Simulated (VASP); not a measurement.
Zr3SnSe:

```
Zr Sn Se
1.0
     5.51791    0.00000    0.00000
     0.00000    5.51791    0.00000
     0.00000    0.00000    6.80487
Zr Sn Se
3 1 1
Direct
  0.50000 0.50000 0.00000
  0.00000 0.50000 0.50000
  0.50000 0.00000 0.50000
  0.00000 0.00000 0.50000
  0.50000 0.50000 0.50000
```

The cell was generated, and may not be a known phase.

* Program: VASP 6.6.1
* Task: relaxation of cell and atoms
* Functional: PBE
* Potentials or basis: VASP PAW PBE potentials, release 64 (Zr_sv, Sn_d, Se)
* Cutoff: 600 eV
* k mesh: 4 × 4 × 4
* Occupations: gaussian, width 0.1 eV
* Spin: no spin polarisation

At the start: pressure -5.1 GPa; volume 41.44 Å³/atom.

Where does the relaxation end?

Over 11 steps the energy falls by 615.1 meV/atom and the volume is 30.09 Å³/atom (-27.4 %); space group P4/mmm (No. 123, to 0.1 Å) before and after.

Step by step:
```tsv
step	energy change (eV)	largest force (eV/Å)	pressure (GPa)	volume (Å³)
1	0.0000	0.0000	-5.12	207.19
2	-1.4394	0.0000	-0.52	169.56
3	-1.8040	0.0000	3.95	153.32
4	-2.5184	0.0000	4.16	146.31
5	-2.8163	0.0000	6.88	138.60
6	-2.8217	0.0000	6.44	139.40
7	-3.0380	0.0000	1.77	147.01
8	-3.0652	0.0000	-0.46	151.65
9	-3.0655	0.0000	-0.27	151.22
10	-3.0726	0.0000	-0.14	150.84
11	-3.0755	0.0000	0.03	150.43
```

Final structure:
```
Zr Sn Se
1.0
     5.51151    0.00000    0.00000
     0.00000    5.51151    0.00000
     0.00000    0.00000    4.95223
Zr Sn Se
3 1 1
Cartesian
  2.7558 2.7558 0.0000
  0.0000 2.7558 2.4761
  2.7558 0.0000 2.4761
  0.0000 0.0000 2.4761
  2.7558 2.7558 2.4761
```

Caveat: the volume moved by over 15 % at a fixed basis, so the end points are rough.
